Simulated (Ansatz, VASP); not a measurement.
## One calculation of Ni, two programs

Contents of INCAR:

```
PREC = Accurate ; ENCUT = 600
EDIFF = 1E-6 ; ISMEAR = -1
SIGMA = 0.1 ; LREAL = F
LASPH = T ; NELM = 200
ALGO = Normal ; ISIF = 2
LWAVE = F ; LCHARG = T
ISPIN = 2 ; MAGMOM = 2
LORBIT = 11 ; LMAXMIX = 4
GGA = PE ; LELF = T
LVHAR = T ; NBANDS = 15
GGA_COMPAT = F
```

KPOINTS

```
Automatic mesh
0
Gamma
  16 16 16
```

File POSCAR:

```
Ni
1.0
    0.0000000000      1.7619350000      1.7619350000
    1.7619350000      0.0000000000      1.7619350000
    1.7619350000      1.7619350000      0.0000000000
Ni
1
Direct
    0.0000000000      0.0000000000      0.0000000000
```

Input for Ansatz:

```yaml
crystal:
  lattice:
    bravais: fcc
    a: 3.52387
  space_group: 225
  atoms:
    - { symbol: Ni, position: [0.0, 0.0, 0.0] }
  reduce_to_primitive: true
kpoints:
  mp_grid:
    grid: [16, 16, 16]
hamiltonian:
  xc: pbe
  pseudopotentials:
    kind: paw
magnetization:
  spin_polarized: true
  per_species:
    Ni: 2.0
scf:
  occupations:
    method: fermi_dirac
output:
  forces: true
  stress: true
  eigenvalues: true
```

Alike in both runs: task single point; functional PBE; k mesh 16 × 16 × 16; collinear spin.

```csv
,VASP,Ansatz
version,VASP 6.6.1,Ansatz 0.2.0
potentials or method,"VASP PAW PBE potentials, release 64 (Ni)","plane waves, PAW"
plane-wave cutoff (eV),600,420
occupations,"fermi-dirac, width 0.1 eV",fermi-dirac
valence electrons in the cell,10,18
```

|  | VASP | Ansatz | Ansatz less VASP |
| --- | --- | --- | --- |
| gap on the k mesh at the Fermi level (eV) | none | none | - |
| pressure (GPa) | -0.6 | -0.6 | +0.02 |
| net moment per atom (μB) | 0.60 | 0.61 | +0.010 |
| size of the moment on the site where the two differ most (μB) | 0.61 | 0.65 | +0.037 |

Site moments also hang on the region over which each program counts them. A gap of «none» marks a metal or a gap that the smearing closes. VASP's potentials hold 10 valence electrons a cell and Ansatz's 18, so a difference there can come from the potentials and not from the codes.
